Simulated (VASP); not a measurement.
## Y: relaxation of cell and atoms with PBEsol

Y:

```
CELL_PARAMETERS angstrom
0.00000 2.54612 2.54612
2.54612 0.00000 2.54612
2.54612 2.54612 0.00000
ATOMIC_POSITIONS crystal
Y 0.00000 0.00000 0.00000
```

```yaml
Program: VASP 6.6.1
Task: relaxation of cell and atoms
Functional: PBEsol
Potentials_or_basis: VASP PAW PBE potentials, release 64 (Y_sv)
Cutoff: 600 eV
k_mesh: 11 × 11 × 11
Occupations: fermi-dirac, width 0.1 eV
Spin: no spin polarisation
Dipole_correction: no
Further_INCAR_settings: ALGO = Normal; EDIFF = 1e-06; IBRION = 2; EDIFFG = -0.01; NSW = 80; ISIF = 3
```

```json
{
  "Relaxed volume": "30.83 Å³/atom",
  "Relaxed cell": "a = 3.520 Å, b = 3.520 Å, c = 3.520 Å, α = 60.00°, β = 60.00°, γ = 60.00°",
  "Space group after relaxing (to 0.05 Å)": "Fm-3m (No. 225)",
  "Energy gained by relaxing": "17.9 meV/atom",
  "Ionic steps": "3",
  "Pressure after relaxing": "0.0 GPa"
}
```

The path:
```
step  energy change (eV)  largest force (eV/Å)  pressure (GPa)  volume (Å³)
   1              0.0000                0.0000           -2.50        33.01
   2             -0.0177                0.0000            0.30        30.61
   3             -0.0179                0.0000            0.00        30.83
```

Final structure:
```cif
data_structure
_symmetry_space_group_name_H-M 'P 1'
_symmetry_Int_Tables_number 1
_cell_length_a 3.5197
_cell_length_b 3.5197
_cell_length_c 3.5197
_cell_angle_alpha 60.000
_cell_angle_beta 60.000
_cell_angle_gamma 60.000
_cell_volume 30.83
loop_
_atom_site_label
_atom_site_type_symbol
_atom_site_fract_x
_atom_site_fract_y
_atom_site_fract_z
_atom_site_occupancy
Y1 Y 0.00000 0.00000 0.00000 1
```

Levels at points of the mesh, in eV from the Fermi level:
| k point | band 2 | band 3 | band 4 | band 5 | band 6 | band 7 | band 8 | band 9 |
| --- | --- | --- | --- | --- | --- | --- | --- | --- |
| (0.00, 0.00, 0.00) | -22.13 | -22.13 | -22.13 | -4.85 | 1.83 | 1.83 | 1.83 | 3.98 |

Run time: 27 s on 1 thread of Intel(R) Xeon(R) 6975P-C (Granite Rapids), with other jobs on the host, peak memory 0.2 GiB.

Caveat: the PAW data sets were made with another functional, which shifts forces and pressure a little.
